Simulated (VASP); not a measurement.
# Pt3Pb (Pm-3m) in VASP: further runs

The runs below take Pt3Pb through single point, with LDA.

Program: VASP 6.6.1. These are calculated values, not measurements. Logs are shortened: lines on timing, memory, paths and dates and some standing lists are left out, and cuts for length are marked.

## 1. The cell of the first run

It takes space group Pm-3m (No. 221, cubic). The conventional cell has a = 3.941 Å, b = 3.941 Å, c = 3.941 Å, α = 90.00°, β = 90.00°, γ = 90.00°. Pt (site symmetry 4/mmm) has 8 Pt at 2.79 Å and 4 Pb at 2.79 Å within 3.7 Å. Pb (site symmetry m-3m) has 12 Pt at 2.79 Å within 3.7 Å.

## 2. Single point, LDA

Contents of INCAR:

```
SYSTEM = Pt3Pb
ALGO     = Normal         ! electronic algorithm
EDIFF    = 1E-6           ! SCF threshold, eV
ENCUT    = 520            ! plane-wave cutoff, eV
ISIF     = 2              ! what is computed and relaxed
ISMEAR   = -1             ! smearing method
LASPH    = .True.         ! aspherical terms in the spheres
LCHARG   = .False.        ! write CHGCAR
LREAL    = .False.        ! projectors in reciprocal space
LWAVE    = .False.        ! write WAVECAR
NBANDS   = 30             ! bands
NELM     = 60             ! most SCF steps
PREC     = Accurate       ! precision mode
SIGMA    = 0.1            ! smearing width, eV
```

Contents of KPOINTS:

```
k-points
0
Gamma
  6 6 6
  0 0 0
```

Contents of POSCAR:

```
Pt3Pb
1.0
    3.9412750040      0.0000000000      0.0000000000
    0.0000000000      3.9412750040      0.0000000000
    0.0000000000      0.0000000000      3.9412750040
Pt Pb
3 1
Direct
    0.0000000000      0.5000000000      0.5000000000
    0.5000000000      0.0000000000      0.5000000000
    0.5000000000      0.5000000000      0.0000000000
    0.0000000000      0.0000000000      0.0000000000
```

Potentials or basis: VASP PAW LDA potentials, release 64 (Pt, Pb_d).

Launch:

```console
$ cat potpaw_LDA.64/Pt/POTCAR potpaw_LDA.64/Pb_d/POTCAR > POTCAR
$ mpirun -np 1 vasp_std > vasp.out
```

OUTCAR:

```text
SYSTEM = Pt3Pb
   EDIFF = 1E-6
   ENCUT = 520
   ISIF = 2
   ISMEAR = -1
   LASPH = .True.
   LREAL = .False.
   NELM = 60
   PREC = Accurate

 ion  position               nearest neighbor table
   1  0.000  0.500  0.500-   2 2.79   3 2.79   4 2.79   3 2.79   4 2.79   2 2.79   4 2.79   4 2.79
                             2 2.79   3 2.79   3 2.79   2 2.79
   2  0.500  0.000  0.500-   1 2.79   3 2.79   4 2.79   3 2.79   4 2.79   1 2.79   3 2.79   3 2.79
                             1 2.79   4 2.79   4 2.79   1 2.79
   3  0.500  0.500  0.000-   1 2.79   2 2.79   4 2.79   1 2.79   2 2.79   2 2.79   4 2.79   2 2.79
                             1 2.79   4 2.79   1 2.79   4 2.79
   4  0.000  0.000  0.000-   1 2.79   2 2.79   3 2.79   1 2.79   2 2.79   1 2.79   3 2.79   1 2.79
                             2 2.79   3 2.79   2 2.79   3 2.79

  LATTYP: Found a simple cubic cell.
 ALAT       =     3.9412750040

  Lattice vectors:

 A1 = (   3.9412750040,   0.0000000000,   0.0000000000)
 A2 = (   0.0000000000,   3.9412750040,   0.0000000000)
 A3 = (   0.0000000000,   0.0000000000,   3.9412750040)

Analysis of symmetry for initial positions (statically):
=====================================================================
 Subroutine PRICEL returns:
 Original cell was already a primitive cell.

 Routine SETGRP: Setting up the symmetry group for a
 simple cubic supercell.

 Subroutine GETGRP returns: Found 48 space group operations
 (whereof 48 operations were pure point group operations)
 out of a pool of 48 trial point group operations.

The static configuration has the point symmetry O_h .

Analysis of symmetry for dynamics (positions and initial velocities):
=====================================================================
 Subroutine PRICEL returns:
 Original cell was already a primitive cell.

 Routine SETGRP: Setting up the symmetry group for a
 simple cubic supercell.

 Subroutine GETGRP returns: Found 48 space group operations
 (whereof 48 operations were pure point group operations)
 out of a pool of 48 trial point group operations.

The dynamic configuration has the point symmetry O_h .

 Subroutine INISYM returns: Found 48 space group operations
 (whereof 48 operations are pure point group operations),
 and found     1 'primitive' translations

----------------------------------------------------------------------------------------

                                     Primitive cell

  volume of cell :      61.2224
[... 87 lines left out ...]
   NELM   =     60;   NELMIN=  2; NELMDL= -5     # of ELM steps
   EDIFF  = 0.1E-05   stopping-criterion for ELM
   LREAL  =      F    real-space projection
   EDIFFG = 0.1E-04   stopping-criterion for IOM
   NSW    =      0    number of steps for IOM
   IBRION =     -1    ionic relax: 0-MD 1-quasi-New 2-CG
   NFREE  =      0    steps in history (QN), initial steepest desc. (CG)
   ISIF   =      2    stress and relaxation
   ISYM   =      2    0-nonsym 1-usesym 2-fastsym
   POTIM  = 0.5000    time-step for ionic-motion
   TEBEG  =    0.0;   TEEND  =   0.0 temperature during run
   PSTRESS=    0.0 pullay stress
   NELECT =      44.0000    total number of electrons
   NUPDOWN=      -1.0000    fix difference up-down
   EMIN   =  10.00;   EMAX   =-10.00  energy-range for DOS
   EFERMI =   0.00;   METHOD = LEGACY
   ISMEAR =    -1;   SIGMA  =   0.10  broadening in eV -4-tet -1-fermi 0-gaus
   EFERMI_NEDOS =   21; number of points for ismear=-14 and -15
   IALGO  =     38    algorithm
   IMIX   =      4    mixing-type and parameters
     AMIX     =   0.40;   BMIX     =  1.00
     AMIX_MAG =   1.60;   BMIX_MAG =  1.00
  volume/ion in A,a.u.               =      15.31       103.29
  Fermi-wavevector in a.u.,A,eV,Ry     =   1.466411  2.771115 29.257433  2.150361
  Thomas-Fermi vector in A             =   2.582152
   LORBIT       =      0    0 simple, 1 ext, 2 COOP (PROOUT), +10 PAW based schemes
   GGA     = CA    functional components
   LHFCALC =     F    Hartree Fock is set to
   AEXX    =    0.0000 exact exchange contribution
   IVDW    =     0    specifies the selected vdW correction
   LEPSILON=     F    determine dielectric tensor
   LRPA    =     F    only Hartree local field effects (RPA)
 non-spin polarized calculation
  energy-cutoff  :      520.00
  volume of cell :       61.22
 maximum number of plane-waves:      1671
 NGX is ok and might be reduce to    30
   NGX = 15   NGY = 15   NGZ = 15

 number of electron      44.0000003 magnetization

 Free energy of the ion-electron system (eV)
  ---------------------------------------------------
  ext. energy  EPLUGINS =         0.00000000
  ---------------------------------------------------
  free energy    TOTEN  =       -26.84850003 eV

  energy without entropy =      -26.81891307  energy(sigma->0) =      -26.83370655

 E-fermi :  12.9899     XC(G=0): -13.7231

 val. band max:       12.9106317373   @ k =   0.5000   0.5000   0.3333
 cond. band min:      13.0454983106   @ k =   0.0000   0.0000   0.0000
 fundamental gap:      0.1348665732
 Fermi energy:        12.9899448937

 k-point     1 :       0.0000    0.0000    0.0000
  band No.  band energies     occupation
      1      -4.8398      2.00000
      2      -4.8398      2.00000
      3      -4.7623      2.00000
      4      -4.7623      2.00000
      5      -4.7623      2.00000
      6      -0.5623      2.00000
[... 649 lines left out ...]
     29      24.8670      0.00000
     30      24.8670      0.00000

------------------------ aborting loop because EDIFF is reached ----------------------------------------

  FORCE on cell =-STRESS in cart. coord.  units (eV):
  Direction    XX          YY          ZZ          XY          YZ          ZX
  --------------------------------------------------------------------------------------
  -------------------------------------------------------------------------------------
  Total        8.0536326      8.0536326      8.0536326     -0.0000000      0.0000000     -0.0000000
  in kB      210.7619365    210.7619365    210.7619365     -0.0000000      0.0000000     -0.0000000
  external PRESSURE =     210.7619365 kB  Pullay stress =       0.0000000 kB

 VOLUME and BASIS-vectors are now :
 -----------------------------------------------------------------------------
  energy-cutoff  :      520.00
  volume of cell :       61.22
      direct lattice vectors                 reciprocal lattice vectors
     3.941275004  0.000000000  0.000000000     0.253725000  0.000000000  0.000000000
     0.000000000  3.941275004  0.000000000     0.000000000  0.253725000  0.000000000
     0.000000000  0.000000000  3.941275004     0.000000000  0.000000000  0.253725000

 POSITION                                       TOTAL-FORCE (eV/Angst)
 -----------------------------------------------------------------------------------
      0.00000      1.97064      1.97064         0.000000      0.000000      0.000000
      1.97064      0.00000      1.97064         0.000000      0.000000      0.000000
      1.97064      1.97064      0.00000         0.000000      0.000000      0.000000
      0.00000      0.00000      0.00000         0.000000      0.000000      0.000000
 -----------------------------------------------------------------------------------
    total drift:                                0.000000      0.000000     -0.000000

  FREE ENERGIE OF THE ION-ELECTRON SYSTEM (eV)
  ---------------------------------------------------
  free  energy   TOTEN  =       -26.8485000264 eV

  energy  without entropy=      -26.8189130719  energy(sigma->0) =      -26.83370655
```

Wall time 28 s (1 thread of AMD EPYC 7R43 (Zen 3), shared host); peak memory 0.13 GiB.

What came out:

* Free energy: -26.8485 eV
* Pressure: 21.1 GPa
* Band gap on the k mesh: zero (bands 22 and 23 overlap by 0.50 eV)

Caveat: the cell stands under pressure; spin-orbit coupling is left out, which moves the levels of the heavy elements.

## 3. Single point, LDA

This run uses another cell than the first one, of 15.83 Å³/atom.

Contents of INCAR:

```
SYSTEM = Pt3Pb
ALGO = Normal ; EDIFF = 1E-6
ENCUT = 520 ; ISIF = 2
ISMEAR = -1 ; LASPH = .True.
LCHARG = .False. ; LREAL = .False.
LWAVE = .False. ; NBANDS = 30
NELM = 100 ; PREC = Accurate
SIGMA = 0.1
```

KPOINTS is that of step 2.

Contents of POSCAR:

```
Pt3Pb
1.0
    3.9856869927      0.0000000000      0.0000000000
    0.0000000000      3.9856869927      0.0000000000
    0.0000000000      0.0000000000      3.9856869927
Pt Pb
3 1
Direct
    0.0000000000      0.5000000000      0.5000000000
    0.5000000000      0.0000000000      0.5000000000
    0.5000000000      0.5000000000      0.0000000000
    0.0000000000      0.0000000000      0.0000000000
```

Potentials or basis: VASP PAW LDA potentials, release 64 (Pt, Pb_d).

Launch:

```console
$ cat potpaw_LDA.64/Pt/POTCAR potpaw_LDA.64/Pb_d/POTCAR > POTCAR
$ mpirun -np 1 vasp_std > vasp.out
```

It took 26 s on 1 thread of AMD EPYC 7R43 (Zen 3), shared host; peak memory 0.13 GiB.

It converged, with:

* Free energy: -27.0568 eV
* Pressure: 10.9 GPa
* Band gap on the k mesh: zero (bands 22 and 23 overlap by 0.47 eV)

Levels at points of the mesh, in eV from the Fermi level:
```tsv
k point	band 19	band 20	band 21	band 22	band 23	band 24	band 25	band 26
(0.00, 0.00, 0.00)	-1.30	-1.30	-0.51	0.04	0.04	0.04	1.87	6.49
(0.50, 0.00, 0.00)	-2.68	-2.58	-1.26	0.05	1.22	4.16	4.16	5.68
(0.50, 0.50, 0.00)	-2.42	-2.30	-2.08	-1.69	0.87	0.87	4.91	7.30
(0.50, 0.50, 0.50)	-2.13	-2.13	-1.00	-0.42	-0.42	-0.42	0.08	3.75
```

Caveat: the cell stands under pressure; spin-orbit coupling is left out, which moves the levels of the heavy elements.

## 4. Single point, LDA

This run uses another cell than the first one, of 16.14 Å³/atom.

Contents of INCAR:

```
PREC = Accurate
ENCUT = 520
EDIFF = 1E-7
ISMEAR = -1
SIGMA = 0.1
LREAL = False
LASPH = True
NELM = 100
ALGO = Normal
ISIF = 2
LWAVE = False
LCHARG = False
GGA = CA
NBANDS = 30
```

Contents of KPOINTS:

```
Automatic mesh
0
Gamma
  6 6 6
```

Contents of POSCAR:

```
Pt3Pb
1.0
    4.0116194884      0.0000000000      0.0000000000
    0.0000000000      4.0116194884      0.0000000000
    0.0000000000      0.0000000000      4.0116194884
Pt Pb
3 1
Direct
    0.0000000000      0.5000000000      0.5000000000
    0.5000000000      0.0000000000      0.5000000000
    0.5000000000      0.5000000000      0.0000000000
    0.0000000000      0.0000000000      0.0000000000
```

Launch:

```console
$ cat potpaw_LDA.64/Pt/POTCAR potpaw_LDA.64/Pb_d/POTCAR > POTCAR
$ mpirun -np 1 vasp_std > vasp.out
```

It took 30 s on 1 thread of AMD EPYC 7R43 (Zen 3), shared host; peak memory 0.13 GiB.

The run converged. Its results:

* Free energy: -27.1220 eV
* Pressure: 5.7 GPa
* Band gap on the k mesh: zero (bands 22 and 23 overlap by 0.46 eV)

Levels at points of the mesh, in eV from the Fermi level:
| k point | band 20 | band 21 | band 22 | band 23 | band 24 | band 25 |
| --- | --- | --- | --- | --- | --- | --- |
| (0.00, 0.00, 0.00) | -1.22 | -0.50 | 0.04 | 0.04 | 0.04 | 1.73 |
| (0.50, 0.00, 0.00) | -2.49 | -1.22 | 0.04 | 1.15 | 4.11 | 4.11 |
| (0.50, 0.50, 0.00) | -2.22 | -2.01 | -1.65 | 0.85 | 0.85 | 4.85 |
| (0.50, 0.50, 0.50) | -2.07 | -0.91 | -0.41 | -0.41 | -0.41 | 0.01 |

Caveat: the cell stands under pressure; spin-orbit coupling is left out, which moves the levels of the heavy elements.

## 5. Single point, LDA

This run uses another cell than the first one, of 16.49 Å³/atom.

Contents of INCAR:

```
SYSTEM = Pt3Pb
PREC = Accurate
ENCUT = 520
EDIFF = 1E-6
ISMEAR = -1
SIGMA = 0.1
LREAL = .FALSE.
LASPH = .TRUE.
NELM = 100
ALGO = Normal
ISIF = 2
LWAVE = .FALSE.
LCHARG = .FALSE.
NBANDS = 30
```

Contents of KPOINTS:

```
regular mesh
0
G
  6 6 6
  0 0 0
```

Contents of POSCAR:

```
Pt3Pb
1.0
    4.0402595215      0.0000000000      0.0000000000
    0.0000000000      4.0402595215      0.0000000000
    0.0000000000      0.0000000000      4.0402595215
Pt Pb
3 1
Direct
    0.0000000000      0.5000000000      0.5000000000
    0.5000000000      0.0000000000      0.5000000000
    0.5000000000      0.5000000000      0.0000000000
    0.0000000000      0.0000000000      0.0000000000
```

Potentials or basis: VASP PAW LDA potentials, release 64 (Pt, Pb_d).

Launch:

```console
$ cat potpaw_LDA.64/Pt/POTCAR potpaw_LDA.64/Pb_d/POTCAR > POTCAR
$ mpirun -np 1 vasp_std > vasp.out
```

OUTCAR:

```text
SYSTEM = Pt3Pb
   PREC = Accurate
   ENCUT = 520
   EDIFF = 1E-6
   ISMEAR = -1
   LREAL = .FALSE.
   LASPH = .TRUE.
   NELM = 100
   ISIF = 2

 ion  position               nearest neighbor table
   1  0.000  0.500  0.500-   2 2.86   3 2.86   4 2.86   3 2.86   4 2.86   2 2.86   4 2.86   4 2.86
                             2 2.86   3 2.86   3 2.86   2 2.86
   2  0.500  0.000  0.500-   1 2.86   3 2.86   4 2.86   3 2.86   4 2.86   1 2.86   3 2.86   3 2.86
                             1 2.86   4 2.86   4 2.86   1 2.86
   3  0.500  0.500  0.000-   1 2.86   2 2.86   4 2.86   1 2.86   2 2.86   2 2.86   4 2.86   2 2.86
                             1 2.86   4 2.86   1 2.86   4 2.86
   4  0.000  0.000  0.000-   1 2.86   2 2.86   3 2.86   1 2.86   2 2.86   1 2.86   3 2.86   1 2.86
                             2 2.86   3 2.86   2 2.86   3 2.86

  LATTYP: Found a simple cubic cell.
 ALAT       =     4.0402595215

  Lattice vectors:

 A1 = (   4.0402595215,   0.0000000000,   0.0000000000)
 A2 = (   0.0000000000,   4.0402595215,   0.0000000000)
 A3 = (   0.0000000000,   0.0000000000,   4.0402595215)

Analysis of symmetry for initial positions (statically):
[... 169 lines left out ...]
  energy without entropy =      -27.11778333  energy(sigma->0) =      -27.13417318

 E-fermi :  11.5057     XC(G=0): -13.2917

 val. band max:       11.4520877958   @ k =   0.5000   0.5000   0.3333
 cond. band min:      11.5390460890   @ k =   0.0000   0.0000   0.0000
 fundamental gap:      0.0869582932
 Fermi energy:        11.5057191313

 k-point     1 :       0.0000    0.0000    0.0000
  band No.  band energies     occupation
      1      -5.9428      2.00000
      2      -5.9428      2.00000
      3      -5.8850      2.00000
      4      -5.8850      2.00000
      5      -5.8850      2.00000
      6      -1.1566      2.00000
[... 649 lines left out ...]
     29      23.5819      0.00000
     30      23.5819      0.00000

------------------------ aborting loop because EDIFF is reached ----------------------------------------

  FORCE on cell =-STRESS in cart. coord.  units (eV):
  Direction    XX          YY          ZZ          XY          YZ          ZX
  --------------------------------------------------------------------------------------
  -------------------------------------------------------------------------------------
  Total        0.2758817      0.2758817      0.2758817     -0.0000000     -0.0000000      0.0000000
  in kB        6.7020202      6.7020202      6.7020202     -0.0000000     -0.0000000      0.0000000
  external PRESSURE =       6.7020202 kB  Pullay stress =       0.0000000 kB

 VOLUME and BASIS-vectors are now :
 -----------------------------------------------------------------------------
  energy-cutoff  :      520.00
  volume of cell :       65.95
      direct lattice vectors                 reciprocal lattice vectors
     4.040259522  0.000000000  0.000000000     0.247508853  0.000000000  0.000000000
     0.000000000  4.040259522  0.000000000     0.000000000  0.247508853  0.000000000
     0.000000000  0.000000000  4.040259522     0.000000000  0.000000000  0.247508853

 POSITION                                       TOTAL-FORCE (eV/Angst)
 -----------------------------------------------------------------------------------
      0.00000      2.02013      2.02013         0.000000      0.000000      0.000000
      2.02013      0.00000      2.02013         0.000000      0.000000      0.000000
      2.02013      2.02013      0.00000         0.000000      0.000000      0.000000
      0.00000      0.00000      0.00000         0.000000      0.000000      0.000000
 -----------------------------------------------------------------------------------
    total drift:                                0.000000      0.000000     -0.000000

  FREE ENERGIE OF THE ION-ELECTRON SYSTEM (eV)
  ---------------------------------------------------
  free  energy   TOTEN  =       -27.1505630198 eV

  energy  without entropy=      -27.1177833316  energy(sigma->0) =      -27.13417318
```

stdout:

```text
POSCAR found type information on POSCAR PtPb
 POSCAR found :  2 types and       4 ions
 scaLAPACK will be used
 LDA part: xc-table for (Slater(with rela. corr.)+CA(PZ))
 , standard interpolation
 POSCAR, INCAR and KPOINTS ok, starting setup
 FFT: planning ... GRIDC
 FFT: planning ... GRID_SOFT
 FFT: planning ... GRID
 WAVECAR not read
 entering main loop
```

Run time: 34 s. Hardware: 1 thread of AMD EPYC 7R43 (Zen 3), shared host; peak memory 0.13 GiB.

Results:

| Property | Result |
| --- | --- |
| Free energy | -27.1506 eV |
| Pressure | 0.7 GPa |
| Band gap on the k mesh | zero (bands 22 and 23 overlap by 0.44 eV) |

Caveat: spin-orbit coupling is left out, which moves the levels of the heavy elements.

## 6. Overview

```tsv
cell	gap on the mesh (eV)	pressure (GPa)
a = 3.941 Å, 4 atoms	none	21.1
a = 3.986 Å, 4 atoms	none	10.9
a = 4.012 Å, 4 atoms	none	5.7
a = 4.040 Å, 4 atoms	none	0.7
```

Alike in all rows: task single point; level LDA; potentials or basis VASP PAW LDA potentials, release 64 (Pt, Pb_d); no spin polarisation; k mesh 6 × 6 × 6; cutoff (eV) 520; smearing fermi-dirac 0.1 eV.

Caveats: spin-orbit coupling is left out, which moves the levels of the heavy elements; the cell stands under pressure (at least some runs).

Total energies depend on the potentials used, so only differences within one code and one set of settings carry meaning.

The gap in the log of VASP goes by the Fermi energy; the results here count the filled bands.